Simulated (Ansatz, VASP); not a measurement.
# Hg: VASP beside Ansatz

```
CELL_PARAMETERS angstrom
0.00000 2.39191 2.39191
2.39191 0.00000 2.39191
2.39191 2.39191 0.00000
ATOMIC_POSITIONS crystal
Hg 0.92161 0.07839 0.07839
```

Change from the starting cell: one atom moved.

Alike in both runs: task single point; functional PBEsol; k mesh 12 × 12 × 12; occupations gaussian, width 0.05 eV; no spin polarisation.

```csv
,VASP,Ansatz
version,VASP 6.6.1,Ansatz 0.2.0
potentials or method,"VASP PAW PBE potentials, release 64 (Hg), cutoff 500 eV","scalar-relativistic, plane waves, PAW"
valence electrons in the cell,12,20
```

|  | VASP | Ansatz | Ansatz less VASP |
| --- | --- | --- | --- |
| gap on the k mesh at the Fermi level (eV) | none | none | - |
| pressure (GPa) | -3.0 | -3.2 | -0.15 |

VASP's potentials were made for PBE, not for PBEsol. A gap of «none» marks a metal or a gap that the smearing closes. VASP's potentials hold 12 valence electrons a cell and Ansatz's 20, so a difference there can come from the potentials and not from the codes.

Spin-orbit coupling is off throughout.
